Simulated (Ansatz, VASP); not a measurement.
# Two plane-wave programs on Mg3SiO

File POSCAR:

```
Mg3SiO
1.0
    4.2656874299      0.0000000000      0.0000000000
    0.0000000000      4.2656874299      0.0000000000
    0.0000000000      0.0000000000      4.2656874299
Si O Mg
1 1 3
Direct
    0.0000000000      0.0000000000      0.0000000000
    0.5000000000      0.5000000000      0.5000000000
    0.5000000000      0.5000000000      0.0000000000
    0.5000000000      0.0000000000      0.5000000000
    0.0000000000      0.5000000000      0.5000000000
```

Contents of INCAR.step1:

```
PREC = Accurate ; ENCUT = 520
ISMEAR = -1 ; SIGMA = 0.02
LREAL = F ; LASPH = T
NELM = 80 ; NBANDS = 16
GGA = PE ; ALGO = Normal
EDIFF = 1E-4 ; LWAVE = T
LCHARG = F
```

INCAR.step2

```
PREC = Accurate ; ENCUT = 520
EDIFF = 1E-7 ; ISMEAR = -1
SIGMA = 0.02 ; LREAL = F
LASPH = T ; NELM = 80
ALGO = Normal ; ISIF = 2
LWAVE = F ; LCHARG = T
METAGGA = R2SCAN ; LMIXTAU = T
LELF = T ; LVHAR = T
NBANDS = 16 ; ISTART = 1
```

File KPOINTS:

```
Automatic mesh
0
Gamma
  6 6 6
```

Input for Ansatz:

```yaml
crystal:
  lattice:
    - [4.2656874299, 0.0, 0.0]
    - [0.0, 4.2656874299, 0.0]
    - [0.0, 0.0, 4.2656874299]
  atoms:
    - { symbol: Si, position: [0.0, 0.0, 0.0] }
    - { symbol: O, position: [0.5, 0.5, 0.5] }
    - { symbol: Mg, position: [0.5, 0.5, 0.0] }
    - { symbol: Mg, position: [0.5, 0.0, 0.5] }
    - { symbol: Mg, position: [0.0, 0.5, 0.5] }
kpoints:
  mp_grid: { grid: [6, 6, 6] }
hamiltonian:
  xc: r2scan
scf:
  occupations: { method: fermi_dirac, width: 0.02 }
  n_extra_bands: 5
output:
  forces: true
  stress: true
  eigenvalues: true
```

Alike in both runs: task single point; functional r2SCAN; k mesh 6 × 6 × 6; occupations fermi-dirac, width 0.02 eV; no spin polarisation.

|  | VASP | Ansatz |
| --- | --- | --- |
| version | VASP 6.6.1 | Ansatz 0.2.0 |
| potentials or method | VASP PAW PBE potentials, release 64 (Si, O, Mg) | plane waves, PAW |
| plane-wave cutoff (eV) | 520 | 500 |
| valence electrons in the cell | 16 | 40 |

|  | VASP | Ansatz | Ansatz less VASP |
| --- | --- | --- | --- |
| pressure (GPa) | -5.2 | -4.6 | +0.55 |

VASP's potentials were made for PBE, not for r2SCAN. The functional is the same, so the differences come from potentials, cutoffs and numerics. VASP's potentials hold 16 valence electrons a cell and Ansatz's 40, so a difference there can come from the potentials and not from the codes.
